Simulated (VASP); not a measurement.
Crystal: CaSe.

```
CELL_PARAMETERS angstrom
0.00000 3.27956 3.43403
3.27956 0.00000 3.43403
3.27956 3.27956 0.00000
ATOMIC_POSITIONS crystal
Ca 0.00000 0.00000 0.00000
Se 0.25000 0.25000 0.25000
```

This cell differs from its parent crystal: uniaxial z strain +4.7%.

Base run:

| Item | Value |
| --- | --- |
| Program | VASP 6.6.1 |
| Functional | r2SCAN |
| Potentials or basis | VASP PAW PBE potentials, release 64 (Ca_sv, Se) |
| Cutoff | 520 eV |
| k mesh | 6 × 6 × 6 |
| Occupations | gaussian, width 0.01 eV |
| Spin | no spin polarisation |

Its results: band gap on the k mesh 3.46 eV, indirect (least direct gap 3.58 eV); pressure -1.4 GPa.

**Question.** The run is repeated on the same cell with these changes: functional from r2SCAN to PBE; occupations from gaussian, width 0.01 eV to fermi-dirac, width 0.02 eV. What comes out?

**Answer.** Band gap on the k mesh 2.99 eV, indirect (least direct gap 3.11 eV); pressure -0.9 GPa.

Caveats: the PAW data sets were made with another functional, which shifts forces and pressure a little (some runs).

A k mesh can miss the band edges.
